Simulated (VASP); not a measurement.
# Cu (Fm-3m) in VASP: notebook, part 2 of 2

VASP 6.6.1. Earlier steps stand in the parts before.

## 3. Relaxation of cell and atoms, PBE, target pressure 260 GPa, at which the enthalpy is minimised

INCAR

```
PREC = Accurate ; ENCUT = 600
EDIFF = 1E-6 ; ISMEAR = -1
SIGMA = 0.1 ; LREAL = F
LASPH = T ; NELM = 80
ALGO = Normal ; ISIF = 3
LWAVE = F ; LCHARG = F
GGA = PE ; IBRION = 2
NSW = 32 ; EDIFFG = -0.005
PSTRESS = 2600.0
```

KPOINTS

```
regular mesh
0
Gamma
  21 21 21
```

POSCAR

```
Cu
1.0
    0.0000000000      1.5284238478      1.5284238478
    1.5284238478      0.0000000000      1.5284238478
    1.5284238478      1.5284238478      0.0000000000
Cu
1
Direct
    0.0000000000      0.0000000000      0.0000000000
```

Potentials or basis: VASP PAW PBE potentials, release 64 (Cu).

Command:

```
> cat potpaw_PBE.64/Cu/POTCAR > POTCAR
> mpirun -np 1 vasp_std > vasp.out
```

OUTCAR:

```text
PREC = Accurate
   ENCUT = 600
   EDIFF = 1E-6
   ISMEAR = -1
   LREAL = F
   LASPH = T
   NELM = 80
   ISIF = 3
   GGA = PE
   IBRION = 2
   NSW = 32
   EDIFFG = -0.005
   PSTRESS = 2600.0

 ion  position               nearest neighbor table
   1  0.000  0.000  0.000-

  LATTYP: Found a face centered cubic cell.
 ALAT       =     3.0568476956

  Lattice vectors:

 A1 = (   0.0000000000,   1.5284238478,   1.5284238478)
 A2 = (   1.5284238478,   0.0000000000,   1.5284238478)
 A3 = (   1.5284238478,   1.5284238478,   0.0000000000)

Analysis of symmetry for initial positions (statically):
=====================================================================
 Subroutine PRICEL returns:
 Original cell was already a primitive cell.

 Routine SETGRP: Setting up the symmetry group for a
 face centered cubic supercell.

 Subroutine GETGRP returns: Found 48 space group operations
 (whereof 48 operations were pure point group operations)
 out of a pool of 48 trial point group operations.
[... 165 lines left out ...]

  FORCE on cell =-STRESS in cart. coord.  units (eV):
  Direction    XX          YY          ZZ          XY          YZ          ZX
  --------------------------------------------------------------------------------------
  -------------------------------------------------------------------------------------
  Total       11.6867786     11.6867786     11.6867786      0.0000000     -0.0000000      0.0000000
  in kB     2622.0682299   2622.0682299   2622.0682299      0.0000000     -0.0000000      0.0000000
  external PRESSURE =      22.0682299 kB  Pullay stress =    2600.0000000 kB
[... 61 lines left out ...]
--------------------------------------- Ionic step        3  -------------------------------------------

 number of electron      11.0000011 magnetization

 Free energy of the ion-electron system (eV)
  ---------------------------------------------------
  ext. energy  EPLUGINS =         0.00000000
  ---------------------------------------------------
  free energy    TOTEN  =        -1.36657818 eV

  energy without entropy =       -1.35984212  energy(sigma->0) =       -1.36321015

 E-fermi :  16.1150     XC(G=0): -15.9244

 val. band max:       16.1101442928   @ k =   0.4762   0.2857   0.0476
 cond. band min:      16.1921281088   @ k =   0.4762   0.3333   0.0476
 fundamental gap:      0.0819838160
 Fermi energy:        16.1150191964

 k-point     1 :       0.0000    0.0000    0.0000
  band No.  band energies     occupation
      1       1.9017      2.00000
      2      10.5922      2.00000
      3      10.5922      2.00000
      4      10.5922      2.00000
      5      12.3775      2.00000
      6      12.3775      2.00000
      7      41.9701      0.00000
      8      48.9087      0.00000
      9      48.9087      0.00000
[... 265 lines left out ...]
 k-point    24 :      -0.3810    0.0476    0.0000
  band No.  band energies     occupation
      1       6.7804      2.00000
      2      10.5418      2.00000
      3      10.6329      2.00000
      4      11.3984      2.00000
      5      13.2187      2.00000
      6      13.7805      2.00000
      7      25.5502      0.00000
      8      40.3131      0.00000
      9      45.1048      0.00000

 [... further k-points ...]
[... 5 lines left out ...]
  --------------------------------------------------------------------------------------
  -------------------------------------------------------------------------------------
  Total       11.6121783     11.6121783     11.6121783      0.0000000      0.0000000      0.0000000
  in kB     2600.3616014   2600.3616014   2600.3616014      0.0000000      0.0000000      0.0000000
  external PRESSURE =       0.3616014 kB  Pullay stress =    2600.0000000 kB
[... 20 lines left out ...]
  energy  without entropy=       -1.3598421206  energy(sigma->0) =       -1.36321015

  enthalpy is  TOTEN    =        10.2439853316 eV   P V=       11.6105635079

 reached required accuracy - stopping structural energy minimisation
```

OSZICAR:

```text
N       E                     dE             d eps       ncg     rms          rms(c)
DAV:   1     0.337473494181E+02    0.33747E+02   -0.63132E+03  5628   0.264E+03
[... 21 lines left out ...]
       N       E                     dE             d eps       ncg     rms          rms(c)
DAV:   1    -0.139169530271E+01    0.11463E+00   -0.55572E-01  5469   0.213E+01    0.127E+00
DAV:   2    -0.136945347495E+01    0.22242E-01   -0.18842E-01  5428   0.117E+01    0.197E-01
DAV:   3    -0.136730188905E+01    0.21516E-02   -0.77100E-03  5505   0.247E+00    0.168E-01
DAV:   4    -0.136658191494E+01    0.71997E-03   -0.64856E-04  5797   0.404E-01    0.751E-03
DAV:   5    -0.136658022526E+01    0.16897E-05   -0.44509E-06  5297   0.285E-02    0.508E-03
DAV:   6    -0.136657784228E+01    0.23830E-05   -0.52564E-07  2859   0.194E-02    0.918E-04
DAV:   7    -0.136657817629E+01   -0.33402E-06   -0.16860E-08  2635   0.370E-03
   3 F= 0.10243985E+02 E0= 0.10247353E+02  d E =-.891509E-04
```

Run time: 51 s. Hardware: 1 thread of Intel Xeon 8259CL, shared host; peak memory 0.15 GiB.

What came out:

| Quantity | Value |
| --- | --- |
| Free energy | -1.3666 eV |
| Relaxed volume | 7.15 Å³/atom |
| Relaxed cell | a = 2.163 Å, b = 2.163 Å, c = 2.163 Å, α = 60.00°, β = 60.00°, γ = 60.00° |
| Space group after relaxing (to 0.1 Å) | Fm-3m (No. 225) |
| Energy change on relaxing (the run minimises the enthalpy) | -22.2 meV/atom |
| Ionic steps | 3 |
| Pressure after relaxing | 260.0 GPa |
| Band gap on the k mesh | zero (an odd number of electrons rules out a gap without spin polarisation) |

The path:
```csv
step,energy change (eV),largest force (eV/Å),pressure (GPa),volume (Å³)
1,0.0000,0.0000,262.21,7.14
2,-0.1620,0.0000,246.22,7.24
3,-0.0222,0.0000,260.04,7.15
```

Final structure:
```xyz
1
Lattice="0.0000 1.5294 1.5294 1.5294 0.0000 1.5294 1.5294 1.5294 0.0000" Properties=species:S:1:pos:R:3 pbc="T T T"
Cu    0.0000    0.0000    0.0000
```

Levels at points of the mesh, in eV from the Fermi level:
| k point | band 3 | band 4 | band 5 | band 6 | band 7 | band 8 | band 9 |
| --- | --- | --- | --- | --- | --- | --- | --- |
| (0.00, 0.00, 0.00) | -5.52 | -5.52 | -3.74 | -3.74 | 25.86 | 32.79 | 32.79 |

Caveat: the cell is relaxed towards a set pressure, so the run minimises the enthalpy, not the energy.

## 4. Relaxation of cell and atoms, PBE

This run uses another cell than the first one, of 11.95 Å³/atom.

INCAR

```
  PREC = Accurate
  ENCUT = 600
  EDIFF = 1E-7
  ISMEAR = -1
  SIGMA = 0.1
  LREAL = False
  LASPH = True
  NELM = 60
  ALGO = Normal
  ISIF = 3
  LWAVE = False
  LCHARG = False
  GGA = PE
  IBRION = 2
  NSW = 60
  EDIFFG = -0.005
```

KPOINTS

```
regular mesh
0
Gamma
  19 19 19
```

POSCAR

```
Cu
1.0
    0.0000000000      1.8145933008      1.8145933008
    1.8145933008      0.0000000000      1.8145933008
    1.8145933008      1.8145933008      0.0000000000
Cu
1
Direct
    0.0000000000      0.0000000000      0.0000000000
```

Command:

```
> cat potpaw_PBE.64/Cu/POTCAR > POTCAR
> mpirun -np 1 vasp_std > vasp.out
```

It took 63 s on 1 thread of Intel Xeon 8259CL, shared host; peak memory 0.17 GiB.

The run converged. Its results:

| Item | Value |
| --- | --- |
| Free energy | -3.7318 eV |
| Relaxed volume | 12.00 Å³/atom |
| Relaxed cell | a = 2.570 Å, b = 2.570 Å, c = 2.570 Å, α = 60.00°, β = 60.00°, γ = 60.00° |
| Space group after relaxing (to 0.1 Å) | Fm-3m (No. 225) |
| Energy gained by relaxing | 0.1 meV/atom |
| Ionic steps | 3 |
| Pressure after relaxing | 0.0 GPa |
| Band gap on the k mesh | zero (an odd number of electrons rules out a gap without spin polarisation) |

Step by step:
```csv
step,energy change (eV),largest force (eV/Å),pressure (GPa),volume (Å³)
1,0.0000,0.0000,0.64,11.95
2,-0.0001,0.0000,-0.32,12.03
3,-0.0001,0.0000,0.03,12.00
```

Final structure:
```
Cu
1.0
     0.00000    1.81729    1.81729
     1.81729    0.00000    1.81729
     1.81729    1.81729    0.00000
Cu
1
Direct
  0.00000 0.00000 0.00000
```

Levels at points of the mesh, in eV from the Fermi level:
| k point | band 4 | band 5 | band 6 | band 7 | band 8 | band 9 |
| --- | --- | --- | --- | --- | --- | --- |
| (0.00, 0.00, 0.00) | -3.02 | -2.22 | -2.22 | 22.43 | 24.95 | 24.95 |

## 5. The runs side by side

```csv
cell,k mesh,gap on the mesh (eV),pressure (GPa)
"relaxed to 260 GPa from a = 2.161 Å, angles 60.0°, 1 atom",21 × 21 × 21,none,260.0
"relaxed to 260 GPa from a = 2.162 Å, angles 60.0°, 1 atom",21 × 21 × 21,none,260.0
"relaxed from a = 2.566 Å, angles 60.0°, 1 atom",19 × 19 × 19,none,0.0
```

Alike in all rows: task relaxation of cell and atoms; level PBE; potentials or basis VASP PAW PBE potentials, release 64 (Cu); no spin polarisation; cutoff (eV) 600; smearing fermi-dirac 0.1 eV.

Caveats: the cell is relaxed towards a set pressure, so the run minimises the enthalpy, not the energy (at least some runs).

Absolute energies hang on the potentials; compare differences alone.
